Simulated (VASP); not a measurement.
# SiC: G0W0 quasiparticle levels with PBE

Crystal: SiC.

```
Si C
1.0
     0.00000    2.17805    2.17805
     2.17805    0.00000    2.17805
     2.17805    2.17805    0.00000
Si C
1 1
Direct
  0.00000 0.00000 0.00000
  0.25000 0.25000 0.25000
```

```
Program                         : VASP 6.6.1
Task                            : G0W0 quasiparticle levels
Functional                      : PBE
Potentials or basis             : VASP PAW PBE potentials, release 64 (Si_GW, C_GW)
Cutoff                          : 500 eV
k mesh                          : 6 × 6 × 6
Occupations                     : gaussian, width 0.01 eV
Spin                            : no spin polarisation
Dipole correction               : no
GW scheme                       : G0W0
GW iterations                   : 1
Cutoff of the response function : 120
Frequency points                : 96
Empty bands                     : 61
Further INCAR settings          : ALGO = EVGW0; EDIFF = 1e-08; NBANDS = 65
```

* Quasiparticle gap: 2.08 eV
* Least direct quasiparticle gap: 5.54 eV
* Band gap of the starting levels on the mesh: 1.35 eV
* Least direct gap of the starting levels on the mesh: 4.54 eV

Wall time 2.2 min on 1 thread of Intel(R) Xeon(R) Platinum 8488C (Sapphire Rapids), with other jobs on the host, peak memory 0.32 GiB.

Caveat: the k points lie up to 0.42 Å⁻¹ apart; bands, screening cutoff and mesh are small and nothing is extrapolated, so the quasiparticle values aren't converged.
